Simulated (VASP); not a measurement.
Crystal: S.

```
S
1.0
     4.36113    0.00000    0.00000
     0.00000    4.36113    0.00000
     0.00000    0.00000    5.35047
S
3
Direct
  0.50000 0.50000 0.65410
  0.00000 0.50000 0.00000
  0.50000 0.00000 0.00000
```

| Quantity | Value |
| --- | --- |
| Program | VASP 6.6.1 |
| Task | relaxation of cell and atoms |
| Functional | PBE |
| Potentials or basis | VASP PAW PBE potentials, release 64 (S) |
| Cutoff | 600 eV |
| k mesh | 4 × 4 × 4 |
| Occupations | gaussian, width 0.1 eV |
| Spin | no spin polarisation |

At the start: pressure -9.2 GPa; volume 33.92 Å³/atom.

Problem. How do energy, volume and symmetry change on relaxing?

Solution. Over 20 steps the energy falls by 1028.0 meV/atom and the volume is 27.37 Å³/atom (-19.3 %); space group P4mm (No. 99, to 0.05 Å).

The path:
| step | energy change (eV) | largest force (eV/Å) | pressure (GPa) | volume (Å³) |
| --- | --- | --- | --- | --- |
| 1 | 0.0000 | 2.2178 | -9.24 | 101.76 |
| 2 | -1.5475 | 1.2059 | -4.11 | 75.58 |
| 3 | -1.6700 | 0.7096 | 0.38 | 69.06 |
| 4 | -1.6699 | 0.6619 | 0.90 | 68.49 |
| 5 | -1.8611 | 1.6402 | 1.33 | 68.37 |
| 6 | -2.7815 | 2.3331 | 1.41 | 67.44 |
| 7 | -2.1592 | 1.6194 | 2.23 | 62.73 |
| 8 | -2.8384 | 1.3741 | 0.65 | 65.06 |
| 9 | -2.9918 | 0.9556 | 0.21 | 66.43 |
| 10 | -3.0035 | 0.4109 | 0.23 | 66.14 |
| 11 | -2.9915 | 0.9460 | 1.77 | 66.78 |
| 12 | -3.0130 | 0.1264 | 0.83 | 66.40 |
| 13 | -3.0433 | 0.0883 | 0.61 | 68.73 |
| 14 | -3.0700 | 0.0497 | 0.48 | 72.78 |
| 15 | -3.0810 | 0.1125 | 0.75 | 80.76 |
| 16 | -3.0162 | 0.7766 | -2.97 | 88.50 |
| 17 | -3.0840 | 0.0613 | -0.01 | 82.06 |
| 18 | -3.0840 | 0.0552 | 0.02 | 82.01 |
| 19 | -3.0834 | 0.1253 | -0.05 | 82.32 |
| 20 | -3.0841 | 0.0038 | 0.00 | 82.10 |

Final structure:
```
CELL_PARAMETERS angstrom
4.14003 0.00000 0.00000
0.00000 4.14003 0.00000
0.00000 0.00000 4.78996
ATOMIC_POSITIONS crystal
S 0.50000 0.50000 0.76412
S 0.00000 0.50000 0.94499
S 0.50000 0.00000 0.94499
```

Caveat: the k points lie up to 0.38 Å⁻¹ apart in the final cell; the volume moved by over 15 % at a fixed basis, so the end points are rough; this functional lacks dispersion, which binds the layers, so the pressure and a relaxed spacing across them are unreliable.
